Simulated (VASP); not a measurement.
# RbHN2 (R-3m) in VASP: single point with PBE

Aim: the single point of RbHN2 with PBE.

Everything below comes from runs of VASP 6.6.1. Logs are shortened: lines on timing, memory, paths and dates and some standing lists are left out, and cuts for length are marked.

### 1 The cell of the first run

Symmetry: R-3m, No. 166, trigonal system. Conventional cell: a = 3.438 Å, b = 3.438 Å, c = 17.047 Å, α = 90.00°, β = 90.00°, γ = 120.00°. Within 3.1 Å of N (site symmetry 3m) lie 3 H at 2.31 Å and 3 Rb at 2.59 Å and 3 N at 3.09 Å. Within 3.1 Å of H (site symmetry -3m) lie 6 N at 2.31 Å. Within 3.4 Å of Rb (site symmetry -3m) lie 6 N at 2.59 Å.

### 2 Single point, PBE

INCAR

```
ALGO     = Normal         # electronic algorithm
EDIFF    = 1E-7           # SCF threshold, eV
ENCUT    = 520            # plane-wave cutoff, eV
GGA      = PE             # functional
ISIF     = 2              # what is computed and relaxed
ISMEAR   = -1             # smearing method
LASPH    = T              # aspherical terms in the spheres
LCHARG   = F              # write CHGCAR
LREAL    = F              # projectors in reciprocal space
LWAVE    = F              # write WAVECAR
NBANDS   = 18             # bands
NELM     = 100            # most SCF steps
PREC     = Accurate       # precision mode
SIGMA    = 0.1            # smearing width, eV
```

KPOINTS

```
k-points
0
Gamma
  10 10 10
```

POSCAR

```
RbHN2
1.0
    1.7190090000      2.9774110000      0.0000000000
   -1.7190090000      2.9774110000      0.0000000000
   -1.7190090000      0.9924670000      5.6822520000
N H Rb
2 1 1
Direct
    0.2361000000      0.5278000000      0.7083000000
    0.7639000000      0.4722000000      0.2917000000
    0.5000000000      0.0000000000      0.5000000000
    0.0000000000      0.0000000000      0.0000000000
```

Potentials or basis: VASP PAW PBE potentials, release 64 (N, H, Rb_sv).

Started as:

```console
cat potpaw_PBE.64/N/POTCAR potpaw_PBE.64/H/POTCAR potpaw_PBE.64/Rb_sv/POTCAR > POTCAR
mpirun -np 1 vasp_std > vasp.out
```

OUTCAR:

```text
EDIFF = 1E-7
   ENCUT = 520
   GGA = PE
   ISIF = 2
   ISMEAR = -1
   LASPH = T
   LREAL = F
   NELM = 100
   PREC = Accurate

 ion  position               nearest neighbor table
   1  0.236  0.528  0.708-   4 2.59   4 2.59   4 2.59
   2  0.764  0.472  0.292-   4 2.59   4 2.59   4 2.59
   3  0.500  0.000  0.500-
   4  0.000  0.000  0.000-   1 2.59   2 2.59   2 2.59   1 2.59   2 2.59   1 2.59

  LATTYP: Found a trigonal (rhomboedric) cell.
 ALAT       =     6.0189675593
 COS(alpha) =     0.8368668240

  Lattice vectors:

 A1 = (   1.7190090000,   0.9924670000,   5.6822520000)
 A2 = (  -1.7190090000,   0.9924670000,   5.6822520000)
 A3 = (   0.0000000000,  -1.9849440000,   5.6822520000)

Analysis of symmetry for initial positions (statically):
=====================================================================
 Subroutine PRICEL returns:
 Original cell was already a primitive cell.

 Routine SETGRP: Setting up the symmetry group for a
 trigonal (rhombohedral) supercell.

 Subroutine GETGRP returns: Found 12 space group operations
 (whereof 12 operations were pure point group operations)
 out of a pool of 12 trial point group operations.

The static configuration has the point symmetry D_3d.

Analysis of symmetry for dynamics (positions and initial velocities):
=====================================================================
 Subroutine PRICEL returns:
 Original cell was already a primitive cell.

 Routine SETGRP: Setting up the symmetry group for a
 trigonal (rhombohedral) supercell.

 Subroutine GETGRP returns: Found 12 space group operations
 (whereof 12 operations were pure point group operations)
 out of a pool of 12 trial point group operations.

The dynamic configuration has the point symmetry D_3d.

 Subroutine INISYM returns: Found 12 space group operations
 (whereof 12 operations are pure point group operations),
 and found     1 'primitive' translations

----------------------------------------------------------------------------------------

                                     Primitive cell

  volume of cell :      58.1658

  direct lattice vectors                    reciprocal lattice vectors
[... 82 lines left out ...]
   PREC   = accura    normal or accurate (medium, high low for compatibility)
   ISTART =      0    job   : 0-new  1-cont  2-samecut
   ICHARG =      2    charge: 1-file 2-atom 10-const
   ISPIN  =      1    spin polarized calculation?
   LNONCOLLINEAR =      F non collinear calculations
   LSORBIT =      F    spin-orbit coupling
   LASPH  =      T    aspherical Exc in radial PAW
   ENCUT  =  520.0 eV  38.22 Ry    6.18 a.u.   6.39  6.39 11.19*2*pi/ulx,y,z
   NELM   =    100;   NELMIN=  2; NELMDL= -5     # of ELM steps
   EDIFF  = 0.1E-06   stopping-criterion for ELM
   LREAL  =      F    real-space projection
   EDIFFG = 0.1E-05   stopping-criterion for IOM
   NSW    =      0    number of steps for IOM
   IBRION =     -1    ionic relax: 0-MD 1-quasi-New 2-CG
   NFREE  =      0    steps in history (QN), initial steepest desc. (CG)
   ISIF   =      2    stress and relaxation
   ISYM   =      2    0-nonsym 1-usesym 2-fastsym
   POTIM  = 0.5000    time-step for ionic-motion
   TEBEG  =    0.0;   TEEND  =   0.0 temperature during run
   PSTRESS=    0.0 pullay stress
   NELECT =      20.0000    total number of electrons
   NUPDOWN=      -1.0000    fix difference up-down
   EMIN   =  10.00;   EMAX   =-10.00  energy-range for DOS
   EFERMI =   0.00;   METHOD = LEGACY
   ISMEAR =    -1;   SIGMA  =   0.10  broadening in eV -4-tet -1-fermi 0-gaus
   EFERMI_NEDOS =   21; number of points for ismear=-14 and -15
   IALGO  =     38    algorithm
   IMIX   =      4    mixing-type and parameters
     AMIX     =   0.40;   BMIX     =  1.00
     AMIX_MAG =   1.60;   BMIX_MAG =  1.00
  volume/ion in A,a.u.               =      14.54        98.13
  Fermi-wavevector in a.u.,A,eV,Ry     =   1.146909  2.167344 17.897112  1.315401
  Thomas-Fermi vector in A             =   2.283591
   LORBIT       =      0    0 simple, 1 ext, 2 COOP (PROOUT), +10 PAW based schemes
   GGA     = PE    functional components
   LHFCALC =     F    Hartree Fock is set to
   AEXX    =    0.0000 exact exchange contribution
   IVDW    =     0    specifies the selected vdW correction
   LEPSILON=     F    determine dielectric tensor
   LRPA    =     F    only Hartree local field effects (RPA)
 non-spin polarized calculation
  energy-cutoff  :      520.00
  volume of cell :       58.17
 maximum number of plane-waves:      1585
 NGX is ok and might be reduce to    28
   NGX = 13   NGY = 13   NGZ = 23

 number of electron      19.9999999 magnetization

 Free energy of the ion-electron system (eV)
  ---------------------------------------------------
  ext. energy  EPLUGINS =         0.00000000
  ---------------------------------------------------
  free energy    TOTEN  =        -9.60643053 eV

  energy without entropy =       -9.41872697  energy(sigma->0) =       -9.51257875

 E-fermi :   0.0354     XC(G=0):  -9.3713

 val. band max:        0.0341197300   @ k =  -0.3000  -0.4000   0.1000
 cond. band min:       0.0389528875   @ k =   0.4000   0.2000   0.1000
 fundamental gap:      0.0048331575
 Fermi energy:         0.0354453304

 k-point     1 :       0.0000    0.0000    0.0000
  band No.  band energies     occupation
      1     -25.4322      2.00000
      2     -12.8546      2.00000
      3     -12.4577      2.00000
      4      -8.6578      2.00000
      5      -8.6578      2.00000
      6      -7.9320      2.00000
[... 481 lines left out ...]
      5      -9.3643      2.00000
      6      -9.1959      2.00000
[... 10 lines left out ...]
     17      12.0048      0.00000
     18      12.3219      0.00000

 [... further k-points ...]
[... 5 lines left out ...]
  --------------------------------------------------------------------------------------
  -------------------------------------------------------------------------------------
  Total        0.3961152      0.3961153     -1.7656764      0.0000000      0.0000010     -0.0000000
  in kB       10.9110036     10.9110042    -48.6355990      0.0000000      0.0000285     -0.0000000
  external PRESSURE =      -8.9378637 kB  Pullay stress =       0.0000000 kB

 VOLUME and BASIS-vectors are now :
 -----------------------------------------------------------------------------
  energy-cutoff  :      520.00
  volume of cell :       58.17
      direct lattice vectors                 reciprocal lattice vectors
     1.719009000  2.977411000  0.000000000     0.290865260  0.167931132  0.058662286
    -1.719009000  2.977411000  0.000000000    -0.290865260  0.167931132 -0.117324277
    -1.719009000  0.992467000  5.682252000     0.000000000  0.000000000  0.175986563

 POSITION                                       TOTAL-FORCE (eV/Angst)
 -----------------------------------------------------------------------------------
     -1.71901      2.97741      4.02474        -0.000000      0.000001     -2.282839
      0.00000      3.96988      1.65751         0.000000     -0.000001      2.282839
      0.00000      1.98494      2.84113         0.000000     -0.000000      0.000000
      0.00000      0.00000      0.00000         0.000000      0.000000      0.000000
 -----------------------------------------------------------------------------------
    total drift:                               -0.000000      0.000000      0.000000

  FREE ENERGIE OF THE ION-ELECTRON SYSTEM (eV)
  ---------------------------------------------------
  free  energy   TOTEN  =        -9.6064305281 eV

  energy  without entropy=       -9.4187269673  energy(sigma->0) =       -9.51257875
```

stdout:

```text
POSCAR found type information on POSCAR N H Rb
 POSCAR found :  3 types and       4 ions
 scaLAPACK will be used
 LDA part: xc-table for (Slater+PW92), standard interpolation
 POSCAR, INCAR and KPOINTS ok, starting setup
 FFT: planning ... GRIDC
 FFT: planning ... GRID_SOFT
 FFT: planning ... GRID
 WAVECAR not read
 entering main loop
```

Wall time 2.9 min (1 thread of AMD EPYC 7R43 (Zen 3), shared host); peak memory 0.21 GiB.

Results:

| Item | Value |
| --- | --- |
| Free energy | -9.6064 eV |
| Pressure | -0.9 GPa |
| Largest force | 2.283 eV/Å |
| Band gap on the k mesh | zero (band 10 reaches 0.49 eV, above the bottom of band 11 at -0.14 eV) |

Forces on the atoms (eV/Å):
```
N    0.000  0.000 -2.283
N    0.000  0.000  2.283
H    0.000  0.000  0.000
Rb   0.000  0.000  0.000
```

Stress tensor (GPa, compression positive):
```
 1.09  0.00  0.00
 0.00  1.09  0.00
 0.00  0.00 -4.86
```

Caveat: forces of over 1 eV/Å act on the atoms, so gaps and moduli don't describe the material at rest.
